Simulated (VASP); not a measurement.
# In (P-1) in VASP: single point with PBEsol+D3(BJ)

Aim: the single point of In with PBEsol+D3(BJ).

All numbers are computed with VASP 6.6.1; they aren't measurements. Logs are shortened: lines on timing, memory, paths and dates and some standing lists are left out, and cuts for length are marked.

### 1 The cell of the first run

The typed cell holds 2 atoms: a = 3.324 Å, b = 3.457 Å, c = 5.471 Å, α = 93.66°, β = 87.89°, γ = 122.55°.

### 2 Single point, PBEsol+D3(BJ)

Input file INCAR:

```
SYSTEM = In
ALGO     = Normal         ! electronic algorithm
EDIFF    = 1E-6           ! SCF threshold, eV
ENCUT    = 520            ! plane-wave cutoff, eV
GGA      = PS             ! functional
ISIF     = 2              ! what is computed and relaxed
ISMEAR   = -1             ! smearing method
IVDW     = 12             ! dispersion correction
LASPH    = .True.         ! aspherical terms in the spheres
LCHARG   = .True.         ! write CHGCAR
LELF     = .True.         ! ELF
LREAL    = .False.        ! projectors in reciprocal space
LVHAR    = .True.       
LWAVE    = .False.        ! write WAVECAR
NBANDS   = 20             ! bands
NELM     = 60             ! most SCF steps
PREC     = Accurate       ! precision mode
SIGMA    = 0.1            ! smearing width, eV
```

Input file KPOINTS:

```
k-points
0
Gamma
  7 7 4
  0 0 0
```

Input file POSCAR:

```
In
1.0
    3.3215900000     -0.1127500000      0.0595700000
   -1.7584400000      2.9742900000     -0.1081400000
    0.0984000000     -0.1494400000      5.4680500000
In
2
Direct
    0.3308000000      0.6710100000      0.2479600000
    0.6666000000      0.3237000000      0.7510000000
```

Potentials or basis: VASP PAW PBE potentials, release 64 (In_d).

The run is started by

```sh
cat potpaw_PBE.64/In_d/POTCAR > POTCAR
mpirun -np 1 vasp_std > vasp.out
```

OUTCAR:

```text
SYSTEM = In
   EDIFF = 1E-6
   ENCUT = 520
   GGA = PS
   ISIF = 2
   ISMEAR = -1
   IVDW = 12
   LASPH = .True.
   LREAL = .False.
   NELM = 60
   PREC = Accurate
 IVDW          = 12

 ion  position               nearest neighbor table
   1  0.331  0.671  0.248-   2 3.26   2 3.30   2 3.30   2 3.32   2 3.40   2 3.51
   2  0.667  0.324  0.751-   1 3.26   1 3.30   1 3.30   1 3.32   1 3.40   1 3.51

  LATTYP: Found a triclinic cell.
 ALAT       =     8.6196020253
 B/A-ratio  =     1.0167421981
 C/A-ratio  =     0.9067579821
 COS(alpha) =     0.0100916585
 COS(beta)  =     0.6907096637
 COS(gamma) =     0.7244971641

  Lattice vectors:

 A1 = (   8.2063300000,   2.6360400000,   0.0705700000)
 A2 = (   6.7415800000,  -0.3749400000,   5.5871900000)
 A3 = (   4.7863400000,   2.8982300000,  -5.4570500000)

Analysis of symmetry for initial positions (statically):
=====================================================================
 Subroutine PRICEL returns:
 Original cell was already a primitive cell.

 Routine SETGRP: Setting up the symmetry group for a
 triclinic supercell.

 Subroutine GETGRP returns: Found  2 space group operations
 (whereof  1 operations were pure point group operations)
 out of a pool of  2 trial point group operations.

The static configuration has the point symmetry C_1 .
 The point group associated with its full space group is S_2 .

Analysis of symmetry for dynamics (positions and initial velocities):
=====================================================================
 Subroutine PRICEL returns:
 Original cell was already a primitive cell.

 Routine SETGRP: Setting up the symmetry group for a
 triclinic supercell.

 Subroutine GETGRP returns: Found  2 space group operations
 (whereof  1 operations were pure point group operations)
 out of a pool of  2 trial point group operations.

The dynamic configuration has the point symmetry C_1 .
 The point group associated with its full space group is S_2 .

 Subroutine INISYM returns: Found  2 space group operations
 (whereof  1 operations are pure point group operations),
 and found     1 'primitive' translations

----------------------------------------------------------------------------------------

                                     Primitive cell

  volume of cell :      52.8825

  direct lattice vectors                    reciprocal lattice vectors
     3.321590000 -0.112750000  0.059570000     0.307235836  0.181621383 -0.000565194
    -1.758440000  2.974290000 -0.108140000     0.011490006  0.343341385  0.009176639
     0.098400000 -0.149440000  5.468050000    -0.003119853  0.004811542  0.183068193

  length of vectors
     3.324036894  3.456907071  5.470976666     0.356904056  0.343656133  0.183157985

  position of ions in fractional coordinates (direct lattice)
     0.330800000  0.671010000  0.247960000
     0.666600000  0.323700000  0.751000000

  ion indices of the primitive-cell ions
   primitive index   ion index
                 1           1
                 2           2

----------------------------------------------------------------------------------------

 KPOINTS: k-points

Automatic generation of k-mesh.
 Grid dimensions read from file:
 generate k-points for:    7    7    4

 Generating k-lattice:

  Cartesian coordinates                     Fractional coordinates (reciprocal lattice)
     0.043890834  0.025945912 -0.000080742     0.142857143  0.000000000  0.000000000
     0.001641429  0.049048769  0.001310948    -0.000000000  0.142857143 -0.000000000
    -0.000779963  0.001202885  0.045767048     0.000000000  0.000000000  0.250000000

  Length of vectors
     0.050986294  0.049093733  0.045789496

  Shift w.r.t. Gamma in fractional coordinates (k-lattice)
     0.000000000  0.000000000  0.000000000

 Subroutine IBZKPT returns following result:
 ===========================================

 Found     99 irreducible k-points:

 Following reciprocal coordinates:
            Coordinates               Weight
  0.000000  0.000000  0.000000      1.000000
  0.142857 -0.000000 -0.000000      2.000000
  0.285714 -0.000000 -0.000000      2.000000
  0.428571 -0.000000  0.000000      2.000000
  0.000000  0.142857 -0.000000      2.000000
  0.142857  0.142857  0.000000      2.000000
[... 16 lines left out ...]
 -0.428571  0.428571 -0.000000      2.000000
 -0.285714  0.428571  0.000000      2.000000
 [... further k-points ...]
   k-points           NKPTS =     99   k-points in BZ     NKDIM =     99   number of bands    NBANDS=     20
   number of dos      NEDOS =    301   number of ions     NIONS =      2
   total plane-waves  NPLWV =  32928
   dimension x,y,z NGX =    28 NGY =   28 NGZ =   42
   dimension x,y,z NGXF=    56 NGYF=   56 NGZF=   84
   ions per type =               2
   NGX,Y,Z   is equivalent  to a cutoff of  14.00, 13.47, 12.76 a.u.
   NGXF,Y,Z  is equivalent  to a cutoff of  28.01, 26.93, 25.52 a.u.
 SYSTEM =  In
   PREC   = accura    normal or accurate (medium, high low for compatibility)
   ISTART =      0    job   : 0-new  1-cont  2-samecut
   ICHARG =      2    charge: 1-file 2-atom 10-const
   ISPIN  =      1    spin polarized calculation?
   LNONCOLLINEAR =      F non collinear calculations
   LSORBIT =      F    spin-orbit coupling
   LASPH  =      T    aspherical Exc in radial PAW
   ENCUT  =  520.0 eV  38.22 Ry    6.18 a.u.   6.18  6.43 10.17*2*pi/ulx,y,z
   NELM   =     60;   NELMIN=  2; NELMDL= -5     # of ELM steps
   EDIFF  = 0.1E-05   stopping-criterion for ELM
   LREAL  =      F    real-space projection
   EDIFFG = 0.1E-04   stopping-criterion for IOM
   NSW    =      0    number of steps for IOM
   IBRION =     -1    ionic relax: 0-MD 1-quasi-New 2-CG
   NFREE  =      0    steps in history (QN), initial steepest desc. (CG)
   ISIF   =      2    stress and relaxation
   ISYM   =      2    0-nonsym 1-usesym 2-fastsym
   POTIM  = 0.5000    time-step for ionic-motion
   TEBEG  =    0.0;   TEEND  =   0.0 temperature during run
   PSTRESS=    0.0 pullay stress
   NELECT =      26.0000    total number of electrons
   NUPDOWN=      -1.0000    fix difference up-down
   EMIN   =  10.00;   EMAX   =-10.00  energy-range for DOS
   EFERMI =   0.00;   METHOD = LEGACY
   ISMEAR =    -1;   SIGMA  =   0.10  broadening in eV -4-tet -1-fermi 0-gaus
   EFERMI_NEDOS =   21; number of points for ismear=-14 and -15
   IALGO  =     38    algorithm
   IMIX   =      4    mixing-type and parameters
     AMIX     =   0.40;   BMIX     =  1.00
     AMIX_MAG =   1.60;   BMIX_MAG =  1.00
  volume/ion in A,a.u.               =      26.44       178.43
  Fermi-wavevector in a.u.,A,eV,Ry     =   1.292097  2.441710 22.715137  1.669515
  Thomas-Fermi vector in A             =   2.423826
   LORBIT       =      0    0 simple, 1 ext, 2 COOP (PROOUT), +10 PAW based schemes
   GGA     = PS    functional components
   LHFCALC =     F    Hartree Fock is set to
   AEXX    =    0.0000 exact exchange contribution
   IVDW    =    12    specifies the selected vdW correction
   LEPSILON=     F    determine dielectric tensor
   LRPA    =     F    only Hartree local field effects (RPA)
 non-spin polarized calculation
  energy-cutoff  :      520.00
  volume of cell :       52.88
 maximum number of plane-waves:      1442
 NGX is ok and might be reduce to    28
   NGX = 13   NGY = 13   NGZ = 21

 number of electron      25.9999999 magnetization

 Free energy of the ion-electron system (eV)
  ---------------------------------------------------
  ext. energy  EPLUGINS =         0.00000000
  ---------------------------------------------------
  free energy    TOTEN  =        -5.93379555 eV

  energy without entropy =       -5.90420644  energy(sigma->0) =       -5.91900100

 E-fermi :   7.1567     XC(G=0): -10.3546

 val. band max:        7.1560954579   @ k =  -0.1429   0.1429   0.2500
 cond. band min:       7.1651225168   @ k =  -0.2857   0.4286   0.5000
 fundamental gap:      0.0090270589
 Fermi energy:         7.1566658913

 k-point     1 :       0.0000    0.0000    0.0000
  band No.  band energies     occupation
      1      -7.3826      2.00000
      2      -7.3306      2.00000
      3      -7.3227      2.00000
      4      -7.3083      2.00000
      5      -7.2192      2.00000
      6      -7.2038      2.00000
[... 12 lines left out ...]
     19      18.4336      0.00000
     20      19.1920      0.00000

 k-point     2 :       0.1429   -0.0000   -0.0000
  band No.  band energies     occupation
      1      -7.3446      2.00000
      2      -7.3133      2.00000
      3      -7.2703      2.00000
      4      -7.2474      2.00000
      5      -7.2387      2.00000
      6      -7.2159      2.00000
[... 12 lines left out ...]
     19      17.8992      0.00000
     20      19.0704      0.00000

 k-point     3 :       0.2857   -0.0000   -0.0000
  band No.  band energies     occupation
      1      -7.4031      2.00000
      2      -7.3124      2.00000
      3      -7.2944      2.00000
      4      -7.2778      2.00000
      5      -7.1851      2.00000
      6      -7.1198      2.00000
[... 12 lines left out ...]
     19      15.5432      0.00000
     20      18.0716      0.00000

 k-point     4 :       0.4286   -0.0000    0.0000
  band No.  band energies     occupation
      1      -7.4688      2.00000
      2      -7.3922      2.00000
      3      -7.3415      2.00000
      4      -7.3042      2.00000
      5      -7.1623      2.00000
      6      -7.1301      2.00000
[... 12 lines left out ...]
     19      14.4759      0.00000
     20      17.2123      0.00000

 k-point     5 :       0.0000    0.1429   -0.0000
  band No.  band energies     occupation
      1      -7.3739      2.00000
      2      -7.3279      2.00000
      3      -7.2867      2.00000
      4      -7.2646      2.00000
      5      -7.2188      2.00000
      6      -7.2050      2.00000
[... 12 lines left out ...]
     19      17.6976      0.00000
     20      19.1265      0.00000
[... 353 lines left out ...]
      6      -7.1608      2.00000
[... 12 lines left out ...]
     19      13.4424      0.00000
     20      22.3077      0.00000

 k-point    22 :       0.4286    0.4286    0.0000
  band No.  band energies     occupation
      1      -7.4484      2.00000
      2      -7.3947      2.00000
      3      -7.2941      2.00000
      4      -7.2642      2.00000
      5      -7.1989      2.00000
      6      -7.1625      2.00000
[... 12 lines left out ...]
     19      15.6321      0.00000
     20      18.4415      0.00000

 k-point    23 :      -0.4286    0.4286   -0.0000
  band No.  band energies     occupation
      1      -7.5125      2.00000
      2      -7.3735      2.00000
      3      -7.3515      2.00000
      4      -7.2724      2.00000
      5      -7.1957      2.00000
      6      -7.1525      2.00000
[... 12 lines left out ...]
     19      16.3314      0.00000
     20      18.1868      0.00000

 k-point    24 :      -0.2857    0.4286    0.0000
  band No.  band energies     occupation
      1      -7.4229      2.00000
      2      -7.3530      2.00000
      3      -7.2975      2.00000
      4      -7.2614      2.00000
      5      -7.2146      2.00000
      6      -7.1479      2.00000
[... 12 lines left out ...]
     19      15.9156      0.00000
     20      18.9105      0.00000

 [... further k-points ...]

------------------------ aborting loop because EDIFF is reached ----------------------------------------

 Edisp (eV)   -0.70917

 E8    (eV) :    -0.5134

  FORCE on cell =-STRESS in cart. coord.  units (eV):
  Direction    XX          YY          ZZ          XY          YZ          ZX
  --------------------------------------------------------------------------------------
  -------------------------------------------------------------------------------------
  Total      -1.04587    -1.09284    -1.34882     0.40739     0.10322    -0.05913
  in kB     -31.68664   -33.10974   -40.86512    12.34269     3.12724    -1.79136
  external pressure =      -35.22 kB  Pullay stress =        0.00 kB

 VOLUME and BASIS-vectors are now :
 -----------------------------------------------------------------------------
  energy-cutoff  :      520.00
  volume of cell :       52.88
      direct lattice vectors                 reciprocal lattice vectors
     3.321590000 -0.112750000  0.059570000     0.307235836  0.181621383 -0.000565194
    -1.758440000  2.974290000 -0.108140000     0.011490006  0.343341385  0.009176639
     0.098400000 -0.149440000  5.468050000    -0.003119853  0.004811542  0.183068193

 POSITION                                       TOTAL-FORCE (eV/Angst)
 -----------------------------------------------------------------------------------
     -0.05675      1.92143      1.30300         0.021106     -0.003855      0.020913
      1.71886      0.77539      4.11121        -0.021106      0.003855     -0.020913
 -----------------------------------------------------------------------------------
    total drift:                               -0.000008     -0.000007      0.000034

  FREE ENERGIE OF THE ION-ELECTRON SYSTEM (eV)
  ---------------------------------------------------
  free  energy   TOTEN  =        -6.6429633320 eV

  energy  without entropy=       -6.6133742216  energy(sigma->0) =       -6.62816878
```

Run time: 95 s. Hardware: 1 thread of Intel Xeon 8259CL, shared host; peak memory 0.24 GiB.

What came out:

* Free energy: -6.6430 eV
* Pressure: -3.5 GPa
* Largest force: 0.030 eV/Å
* Band gap on the k mesh: zero (bands 13 and 14 overlap by 5.71 eV)
* Dispersion energy per atom: -0.355 eV

Forces on the atoms (eV/Å):
```
In   0.021 -0.004  0.021
In  -0.021  0.004 -0.021
```

Stress tensor (GPa, compression positive):
```
-3.17  1.23 -0.18
 1.23 -3.31  0.31
-0.18  0.31 -4.09
```

Caveat: the cell stands under tension; the PAW data sets were made with another functional, which shifts forces and pressure a little; spin-orbit coupling is left out, which moves the levels of the heavy elements.
